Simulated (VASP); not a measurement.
# B (Im-3m) in VASP: notebook

B is run at these levels: PBE; tasks: single point, relaxation of cell and atoms.

Everything below comes from runs of VASP 6.6.1. Logs are shortened: lines on timing, memory, paths and dates and some standing lists are left out, and cuts for length are marked.

### Step 1. The cell of the first run

Symmetry: Im-3m, No. 229, cubic system. The conventional cell has a = 3.517 Å, b = 3.517 Å, c = 3.517 Å, α = 90.00°, β = 90.00°, γ = 90.00°. Within 2.3 Å of B (site symmetry 4/mmm) lie 4 B at 1.76 Å.

### Step 2. Single point, PBE

INCAR

```
  PREC = Accurate
  ENCUT = 520
  EDIFF = 1E-7
  ISMEAR = 0
  SIGMA = 0.1
  LREAL = F
  LASPH = T
  NELM = 100
  ALGO = Normal
  ISIF = 2
  LWAVE = F
  LCHARG = T
  GGA = PE
  LELF = T
  LVHAR = T
  NBANDS = 12
```

KPOINTS

```
regular mesh
0
Gamma
  8 8 8
```

POSCAR

```
B
1.0
   -1.7586109700      1.7586109700      1.7586109700
    1.7586109700     -1.7586109700      1.7586109700
    1.7586109700      1.7586109700     -1.7586109700
B
3
Direct
    0.0000000000      0.5000000000      0.5000000000
    0.5000000000      0.0000000000      0.5000000000
    0.5000000000      0.5000000000      0.0000000000
```

Potentials or basis: VASP PAW PBE potentials, release 64 (B).

The run is started by

```console
cat potpaw_PBE.64/B/POTCAR > POTCAR
mpirun -np 1 vasp_std > vasp.out
```

OUTCAR:

```text
PREC = Accurate
   ENCUT = 520
   EDIFF = 1E-7
   ISMEAR = 0
   LREAL = F
   LASPH = T
   NELM = 100
   ISIF = 2
   GGA = PE

 ion  position               nearest neighbor table
   1  0.000  0.500  0.500-   2 1.76   3 1.76   3 1.76   2 1.76
   2  0.500  0.000  0.500-   1 1.76   3 1.76   3 1.76   1 1.76
   3  0.500  0.500  0.000-   1 1.76   2 1.76   2 1.76   1 1.76

  LATTYP: Found a body centered cubic cell.
 ALAT       =     3.5172219400

  Lattice vectors:

 A1 = (  -1.7586109700,   1.7586109700,   1.7586109700)
 A2 = (   1.7586109700,  -1.7586109700,   1.7586109700)
 A3 = (   1.7586109700,   1.7586109700,  -1.7586109700)

Analysis of symmetry for initial positions (statically):
=====================================================================
 Subroutine PRICEL returns:
 Original cell was already a primitive cell.

 Routine SETGRP: Setting up the symmetry group for a
 body centered cubic supercell.

 Subroutine GETGRP returns: Found 48 space group operations
 (whereof 48 operations were pure point group operations)
 out of a pool of 48 trial point group operations.

The static configuration has the point symmetry O_h .

Analysis of symmetry for dynamics (positions and initial velocities):
=====================================================================
 Subroutine PRICEL returns:
 Original cell was already a primitive cell.

 Routine SETGRP: Setting up the symmetry group for a
 body centered cubic supercell.

 Subroutine GETGRP returns: Found 48 space group operations
 (whereof 48 operations were pure point group operations)
 out of a pool of 48 trial point group operations.

The dynamic configuration has the point symmetry O_h .

 Subroutine INISYM returns: Found 48 space group operations
 (whereof 48 operations are pure point group operations),
 and found     1 'primitive' translations

----------------------------------------------------------------------------------------

                                     Primitive cell

  volume of cell :      21.7555

  direct lattice vectors                    reciprocal lattice vectors
    -1.758610970  1.758610970  1.758610970     0.000000000  0.284315297  0.284315297
     1.758610970 -1.758610970  1.758610970     0.284315297  0.000000000  0.284315297
     1.758610970  1.758610970 -1.758610970     0.284315297  0.284315297  0.000000000

  length of vectors
     3.046003551  3.046003551  3.046003551     0.402082549  0.402082549  0.402082549

  position of ions in fractional coordinates (direct lattice)
     0.000000000  0.500000000  0.500000000
     0.500000000  0.000000000  0.500000000
     0.500000000  0.500000000  0.000000000

  ion indices of the primitive-cell ions
   primitive index   ion index
                 1           1
                 2           2
                 3           3

----------------------------------------------------------------------------------------

 KPOINTS: regular mesh

Automatic generation of k-mesh.
 Grid dimensions read from file:
 generate k-points for:    8    8    8

 Generating k-lattice:

  Cartesian coordinates                     Fractional coordinates (reciprocal lattice)
     0.000000000  0.035539412  0.035539412     0.125000000  0.000000000  0.000000000
     0.035539412  0.000000000  0.035539412     0.000000000  0.125000000  0.000000000
     0.035539412  0.035539412  0.000000000     0.000000000  0.000000000  0.125000000

  Length of vectors
     0.050260319  0.050260319  0.050260319

  Shift w.r.t. Gamma in fractional coordinates (k-lattice)
     0.000000000  0.000000000  0.000000000

 Subroutine IBZKPT returns following result:
 ===========================================

 Found     29 irreducible k-points:

 Following reciprocal coordinates:
            Coordinates               Weight
  0.000000  0.000000  0.000000      1.000000
  0.125000  0.000000  0.000000     12.000000
  0.250000  0.000000  0.000000     12.000000
  0.375000  0.000000  0.000000     12.000000
  0.500000  0.000000  0.000000      6.000000
  0.125000  0.125000  0.000000     24.000000
[... 16 lines left out ...]
 -0.250000  0.250000  0.250000      6.000000
 -0.375000  0.375000  0.250000     24.000000
 [... further k-points ...]
   k-points           NKPTS =     29   k-points in BZ     NKDIM =     29   number of bands    NBANDS=     12
   number of dos      NEDOS =    301   number of ions     NIONS =      3
   total plane-waves  NPLWV =  13824
   dimension x,y,z NGX =    24 NGY =   24 NGZ =   24
   dimension x,y,z NGXF=    48 NGYF=   48 NGZF=   48
   ions per type =               3
   NGX,Y,Z   is equivalent  to a cutoff of  13.10, 13.10, 13.10 a.u.
   NGXF,Y,Z  is equivalent  to a cutoff of  26.20, 26.20, 26.20 a.u.
 SYSTEM =  unknown system
   PREC   = accura    normal or accurate (medium, high low for compatibility)
   ISTART =      0    job   : 0-new  1-cont  2-samecut
   ICHARG =      2    charge: 1-file 2-atom 10-const
   ISPIN  =      1    spin polarized calculation?
   LNONCOLLINEAR =      F non collinear calculations
   LSORBIT =      F    spin-orbit coupling
   LASPH  =      T    aspherical Exc in radial PAW
   ENCUT  =  520.0 eV  38.22 Ry    6.18 a.u.   5.66  5.66  5.66*2*pi/ulx,y,z
   NELM   =    100;   NELMIN=  2; NELMDL= -5     # of ELM steps
   EDIFF  = 0.1E-06   stopping-criterion for ELM
   LREAL  =      F    real-space projection
   EDIFFG = 0.1E-05   stopping-criterion for IOM
   NSW    =      0    number of steps for IOM
   IBRION =     -1    ionic relax: 0-MD 1-quasi-New 2-CG
   NFREE  =      0    steps in history (QN), initial steepest desc. (CG)
   ISIF   =      2    stress and relaxation
   ISYM   =      2    0-nonsym 1-usesym 2-fastsym
   POTIM  = 0.5000    time-step for ionic-motion
   TEBEG  =    0.0;   TEEND  =   0.0 temperature during run
   PSTRESS=    0.0 pullay stress
   NELECT =       9.0000    total number of electrons
   NUPDOWN=      -1.0000    fix difference up-down
   EMIN   =  10.00;   EMAX   =-10.00  energy-range for DOS
   EFERMI =   0.00;   METHOD = LEGACY
   ISMEAR =     0;   SIGMA  =   0.10  broadening in eV -4-tet -1-fermi 0-gaus
   EFERMI_NEDOS =   21; number of points for ismear=-14 and -15
   IALGO  =     38    algorithm
   IMIX   =      4    mixing-type and parameters
     AMIX     =   0.40;   BMIX     =  1.00
     AMIX_MAG =   1.60;   BMIX_MAG =  1.00
  volume/ion in A,a.u.               =       7.25        48.94
  Fermi-wavevector in a.u.,A,eV,Ry     =   1.219830  2.305144 20.245260  1.487985
  Thomas-Fermi vector in A             =   2.355068
   LORBIT       =      0    0 simple, 1 ext, 2 COOP (PROOUT), +10 PAW based schemes
   GGA     = PE    functional components
   LHFCALC =     F    Hartree Fock is set to
   AEXX    =    0.0000 exact exchange contribution
   IVDW    =     0    specifies the selected vdW correction
   LEPSILON=     F    determine dielectric tensor
   LRPA    =     F    only Hartree local field effects (RPA)
 non-spin polarized calculation
 Gauss-broadening in eV      SIGMA  =   0.10
  energy-cutoff  :      520.00
  volume of cell :       21.76
 maximum number of plane-waves:       604
   NGX = 11   NGY = 11   NGZ = 11

 number of electron       9.0000001 magnetization

 Free energy of the ion-electron system (eV)
  ---------------------------------------------------
  ext. energy  EPLUGINS =         0.00000000
  ---------------------------------------------------
  free energy    TOTEN  =       -16.83730158 eV

  energy without entropy =      -16.83086127  energy(sigma->0) =      -16.83408142

 E-fermi :   7.0188     XC(G=0): -11.8649

 val. band max:        7.0136579209   @ k =   0.3750   0.0000   0.0000
 cond. band min:       7.0919740371   @ k =   0.5000   0.5000   0.5000
 fundamental gap:      0.0783161162
 Fermi energy:         7.0188028024

 k-point     1 :       0.0000    0.0000    0.0000
  band No.  band energies     occupation
      1      -8.9034      2.00000
      2       4.4875      2.00000
      3       4.4875      2.00000
      4       4.4875      2.00000
      5      10.5980      0.00000
      6      10.5980      0.00000
      7      10.5980      0.00000
      8      14.2622      0.00000
      9      14.2622      0.00000
     10      17.1672      0.00000
     11      17.1672      0.00000
     12      17.1672      0.00000

 k-point     2 :       0.1250    0.0000    0.0000
  band No.  band energies     occupation
      1      -8.6035      2.00000
      2       3.5369      2.00000
      3       4.1358      2.00000
      4       4.6276      2.00000
      5       9.2888      0.00000
      6       9.8687      0.00000
      7      10.4902      0.00000
      8      14.7351      0.00000
      9      14.7424      0.00000
     10      18.2330      0.00000
     11      18.5371      0.00000
     12      18.8041      0.00000

 k-point     3 :       0.2500    0.0000    0.0000
  band No.  band energies     occupation
      1      -7.7075      2.00000
      2       1.1535      2.00000
      3       3.4103      2.00000
      4       4.9650      2.00000
      5       7.8171      0.00000
      6       8.6549      0.00000
      7      10.4327      0.00000
      8      15.4989      0.00000
      9      15.8497      0.00000
     10      20.5083      0.00000
     11      21.0871      0.00000
     12      21.4525      0.00000
[... 286 lines left out ...]
 k-point    23 :      -0.2500    0.2500    0.2500
  band No.  band energies     occupation
      1      -6.5298      2.00000
      2       1.5619      2.00000
      3       1.5619      2.00000
      4       2.4146      2.00000
      5       6.2444      2.00000
      6      10.7911      0.00000
      7      10.7911      0.00000
      8      13.2447      0.00000
      9      15.8338      0.00000
     10      19.8518      0.00000
     11      20.1279      0.00000
     12      26.2832      0.00000

 k-point    24 :      -0.3750    0.3750    0.2500
  band No.  band energies     occupation
      1      -5.0830      2.00000
      2      -0.6524      2.00000
      3       0.7286      2.00000
      4       2.7572      2.00000
      5       5.6256      2.00000
      6      10.3525      0.00000
      7      11.3037      0.00000
      8      12.4014      0.00000
      9      15.4030      0.00000
     10      21.9020      0.00000
     11      22.6518      0.00000
     12      26.3540      0.00000

 [... further k-points ...]
[... 5 lines left out ...]
  --------------------------------------------------------------------------------------
  -------------------------------------------------------------------------------------
  Total        1.3150078      1.3150078      1.3150078     -0.0000000      0.0000000      0.0000000
  in kB       96.8433023     96.8433023     96.8433023     -0.0000000      0.0000000      0.0000000
  external PRESSURE =      96.8433023 kB  Pullay stress =       0.0000000 kB

 VOLUME and BASIS-vectors are now :
 -----------------------------------------------------------------------------
  energy-cutoff  :      520.00
  volume of cell :       21.76
      direct lattice vectors                 reciprocal lattice vectors
    -1.758610970  1.758610970  1.758610970     0.000000000  0.284315297  0.284315297
     1.758610970 -1.758610970  1.758610970     0.284315297  0.000000000  0.284315297
     1.758610970  1.758610970 -1.758610970     0.284315297  0.284315297  0.000000000

 POSITION                                       TOTAL-FORCE (eV/Angst)
 -----------------------------------------------------------------------------------
      1.75861      0.00000      0.00000         0.000000      0.000000     -0.000000
      0.00000      1.75861      0.00000        -0.000000     -0.000000      0.000000
      0.00000      0.00000      1.75861        -0.000000     -0.000000     -0.000000
 -----------------------------------------------------------------------------------
    total drift:                               -0.000000     -0.000000      0.000000

  FREE ENERGIE OF THE ION-ELECTRON SYSTEM (eV)
  ---------------------------------------------------
  free  energy   TOTEN  =       -16.8373015774 eV

  energy  without entropy=      -16.8308612704  energy(sigma->0) =      -16.83408142
```

Wall time 2.8 s (1 thread of Intel Xeon 6975P-C (Granite Rapids), shared host); peak memory 0.13 GiB.

What came out:

- Free energy: -16.8373 eV
- Pressure: 9.7 GPa

### Step 3. Single point, PBE

This run uses another cell than the first one, of 7.56 Å³/atom, 1.043 times its volume.

INCAR

```
PREC = Accurate
ENCUT = 520
EDIFF = 1E-6
ISMEAR = 0
SIGMA = 0.1
LREAL = F
LASPH = T
NELM = 80
ALGO = Normal
ISIF = 2
LWAVE = F
LCHARG = F
GGA = PE
NBANDS = 12
```

KPOINTS is that of step 2.

POSCAR

```
B
1.0
   -1.7832783485      1.7832783485      1.7832783485
    1.7832783485     -1.7832783485      1.7832783485
    1.7832783485      1.7832783485     -1.7832783485
B
3
Direct
    0.0000000000      0.5000000000      0.5000000000
    0.5000000000      0.0000000000      0.5000000000
    0.5000000000      0.5000000000      0.0000000000
```

Potentials or basis: VASP PAW PBE potentials, release 64 (B).

The run is started by

```console
cat potpaw_PBE.64/B/POTCAR > POTCAR
mpirun -np 1 vasp_std > vasp.out
```

Run time: 2.6 s. Hardware: 1 thread of Intel Xeon 6975P-C (Granite Rapids), shared host; peak memory 0.12 GiB.

The run converged. Its results:

```yaml
Free_energy: -16.8659 eV
Pressure: 0.3 GPa
```

Levels at points of the mesh, in eV from the Fermi level:
```tsv
k point	band 1	band 2	band 3	band 4	band 5	band 6	band 7	band 8	band 9
(0.00, 0.00, 0.00)	-15.53	-2.45	-2.45	-2.45	3.50	3.50	3.50	6.70	6.70
(0.50, 0.00, 0.00)	-11.28	-10.52	-4.28	-1.66	-0.23	0.53	3.78	9.41	10.09
(0.50, 0.50, 0.50)	-7.50	-7.50	-7.50	-5.97	-5.97	0.11	7.34	7.34	7.34
```

### Step 4. Relaxation of cell and atoms, PBE

INCAR

```
SYSTEM = B
PREC     = Accurate       ! precision mode
ENCUT    = 600            ! plane-wave cutoff, eV
EDIFF    = 1E-6           ! SCF threshold, eV
ISMEAR   = 0              ! smearing method
SIGMA    = 0.1            ! smearing width, eV
LREAL    = .False.        ! projectors in reciprocal space
LASPH    = .True.         ! aspherical terms in the spheres
NELM     = 100            ! most SCF steps
ALGO     = Normal         ! electronic algorithm
ISIF     = 3              ! what is computed and relaxed
LWAVE    = .False.        ! write WAVECAR
LCHARG   = .False.        ! write CHGCAR
GGA      = PE             ! functional
IBRION   = 2              ! ionic algorithm
NSW      = 90             ! ionic steps
EDIFFG   = -0.04          ! ionic threshold
```

KPOINTS

```
Automatic mesh
0
Gamma
  8 8 8
  0 0 0
```

POSCAR

```
B
1.0
   -1.7586109700      1.7586109700      1.7586109700
    1.7586109700     -1.7586109700      1.7586109700
    1.7586109700      1.7586109700     -1.7586109700
B
3
Direct
    0.0000000000      0.5000000000      0.5000000000
    0.5000000000      0.0000000000      0.5000000000
    0.5000000000      0.5000000000      0.0000000000
```

The run is started by

```console
cat potpaw_PBE.64/B/POTCAR > POTCAR
mpirun -np 1 vasp_std > vasp.out
```

Wall time 4.1 s (1 thread of Intel Xeon 6975P-C (Granite Rapids), shared host); peak memory 0.13 GiB.

It converged, with:

```
Free energy                            : -16.8676 eV
Relaxed volume                         : 7.57 Å³/atom
Relaxed cell                           : a = 3.090 Å, b = 3.090 Å, c = 3.090 Å, α = 109.47°, β = 109.47°, γ = 109.47°
Space group after relaxing (to 0.05 Å) : Im-3m (No. 229)
Energy gained by relaxing              : 9.3 meV/atom
Ionic steps                            : 3
Pressure after relaxing                : 0.0 GPa
```

The path:
| step | energy change (eV) | largest force (eV/Å) | pressure (GPa) | volume (Å³) |
| --- | --- | --- | --- | --- |
| 1 | 0.0000 | 0.0000 | 9.65 | 21.76 |
| 2 | -0.0222 | 0.0000 | -3.94 | 23.16 |
| 3 | -0.0278 | 0.0000 | 0.01 | 22.71 |

Final structure:
```yaml
crystal:
  lattice:
    - [-1.78394, 1.78394, 1.78394]
    - [1.78394, -1.78394, 1.78394]
    - [1.78394, 1.78394, -1.78394]
  atoms:
    - { symbol: B, position: [0.00000, 0.50000, 0.50000] }
    - { symbol: B, position: [0.50000, 0.00000, 0.50000] }
    - { symbol: B, position: [0.50000, 0.50000, 0.00000] }
```

Levels at points of the mesh, in eV from the Fermi level:
```csv
k point,band 1,band 2,band 3,band 4,band 5,band 6,band 7,band 8
"(0.00, 0.00, 0.00)",-15.52,-2.45,-2.45,-2.45,3.50,3.50,3.50,6.69
"(0.50, 0.00, 0.00)",-11.27,-10.51,-4.27,-1.66,-0.23,0.53,3.77,9.40
"(0.50, 0.50, 0.50)",-7.49,-7.49,-7.49,-5.97,-5.97,0.11,7.34,7.34
```

### Step 5. Overview

```tsv
task	cell	cutoff (eV)	gap on the mesh (eV)	pressure (GPa)
single point	a = 3.046 Å, angles 109.5°, 3 atoms	520	none	9.7
single point	a = 3.089 Å, angles 109.5°, 3 atoms	520	none	0.3
relaxation of cell and atoms	relaxed from a = 3.046 Å, angles 109.5°, 3 atoms	600	none	0.0
```

Alike in all rows: level PBE; potentials or basis VASP PAW PBE potentials, release 64 (B); no spin polarisation; k mesh 8 × 8 × 8; smearing gaussian 0.1 eV.

Absolute energies hang on the potentials; compare differences alone.
